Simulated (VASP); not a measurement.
Set up this calculation in VASP 6.6.1, as the native input.

```yaml
Task: single point
Functional: PBE
Potentials_or_basis: VASP PAW PBE potentials, release 64 (Ga_d, P)
Cutoff: 500 eV
k_mesh: 8 × 8 × 8
Occupations: gaussian, width 0.02 eV
Spin: no spin polarisation
Dipole_correction: no
Further_INCAR_settings: ALGO = Normal; EDIFF = 1e-06; NBANDS = 16
```

The structure of GaP (b) lies in POSCAR:

```
GaP
1.0
    0.0000000000      2.7529841065      2.7529841065
    2.7529841065      0.0000000000      2.7529841065
    2.7529841065      2.7529841065      0.0000000000
Ga P
1 1
Direct
    0.0000000000      0.0000000000      0.0000000000
    0.2500000000      0.2500000000      0.2500000000
```

One way to write it, as run:

INCAR

```
PREC = Accurate
ENCUT = 500
EDIFF = 1E-6
ISMEAR = 0
SIGMA = 0.02
LREAL = F
LASPH = T
NELM = 120
ALGO = Normal
ISIF = 2
LWAVE = F
LCHARG = F
GGA = PE
NBANDS = 16
GGA_COMPAT = F
```

KPOINTS

```
Automatic mesh
0
Gamma
  8 8 8
```

Potentials or basis: VASP PAW PBE potentials, release 64 (Ga_d, P).

The run is started by

```bash
$ cat potpaw_PBE.64/Ga_d/POTCAR potpaw_PBE.64/P/POTCAR > POTCAR
$ mpirun -np 1 vasp_std > vasp.out
```

Results of the run:

```json
{
 "Pressure": "-0.1 GPa",
 "Band gap on the k mesh": "1.58 eV, direct"
}
```

Run time: 32 s on 1 thread of Intel Xeon 8259CL, with other jobs on the host, peak memory 0.16 GiB.
